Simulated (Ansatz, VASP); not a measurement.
# P: VASP beside Ansatz

```
P
1.0
     1.66126   -5.09576    0.00000
     1.66126    5.09576    0.00000
     0.00000    0.00000    4.16686
P
4
Direct
  0.10638 0.89362 0.92810
  0.60638 0.39362 0.57190
  0.89362 0.10638 0.07190
  0.39362 0.60638 0.42810
```

Alike in both runs: functional PBE; dispersion D3(BJ); k mesh 14 × 14 × 10; occupations gaussian, width 0.1 eV; no spin polarisation.

Ansatz relaxed the structure, and its values are those at the end. VASP's run is a single point on that final structure, the one shown.

```csv
,VASP,Ansatz
version,VASP 6.6.1,Ansatz 0.2.0
potentials or method,"VASP PAW PBE potentials, release 64 (P), cutoff 520 eV","scalar-relativistic, plane waves, PAW"
valence electrons in the cell,20,20
```

|  | VASP | Ansatz | Ansatz less VASP |
| --- | --- | --- | --- |
| gap on the k mesh at the Fermi level (eV) | none | none | - |
| pressure (GPa) | -0.4 | 0.0 | +0.35 |
| rms of the force components (eV/Å) | 0.036 | 0.003 | -0.0331 |

A gap of «none» marks a metal or a gap that the smearing closes.
